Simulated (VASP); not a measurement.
Write the native input for VASP 6.6.1 that does the following.

```
Task                   : single point
Functional             : PBE
Potentials or basis    : VASP PAW PBE potentials, release 64 (Al)
Cutoff                 : 520 eV
k mesh                 : 15 × 15 × 8
Occupations            : fermi-dirac, width 0.08 eV
Spin                   : no spin polarisation
Dipole correction      : no
Further INCAR settings : ALGO = Normal; EDIFF = 1e-06; NBANDS = 10
```

The structure of Al lies in POSCAR:

```
Al
1.0
    2.3508640674      0.0000000000      0.0000000000
   -1.1754320337      2.0359080032      0.0000000000
    0.0000000000      0.0000000000      3.8273791566
Al
2
Direct
    0.3333333333      0.6666666667      0.2500000000
    0.6666666667      0.3333333333      0.7500000000
```

This cell differs from its parent crystal: volume scaled by 0.55.

These files were run (other wordings do the same):

INCAR

```
SYSTEM = Al
PREC = Accurate ; ENCUT = 520
EDIFF = 1E-6 ; ISMEAR = -1
SIGMA = 0.08 ; LREAL = .FALSE.
LASPH = .TRUE. ; NELM = 100
ALGO = Normal ; ISIF = 2
LWAVE = .FALSE. ; LCHARG = .TRUE.
GGA = PE ; LELF = .TRUE.
LVHAR = .TRUE. ; NBANDS = 10
```

KPOINTS

```
regular mesh
0
G
  15 15 8
  0 0 0
```

Potentials or basis: VASP PAW PBE potentials, release 64 (Al).

The run is started by

```sh
$ cat potpaw_PBE.64/Al/POTCAR > POTCAR
$ mpirun -np 1 vasp_std > vasp.out
```

Results of the run:

```json
{"Pressure": "156.7 GPa", "Band gap on the k mesh": "zero (band 3 reaches 21.23 eV, above the bottom of band 4 at 11.75 eV)"}
```

It took 7.2 s on 1 thread of Intel(R) Xeon(R) 6975P-C (Granite Rapids), with other jobs on the host, peak memory 0.13 GiB.
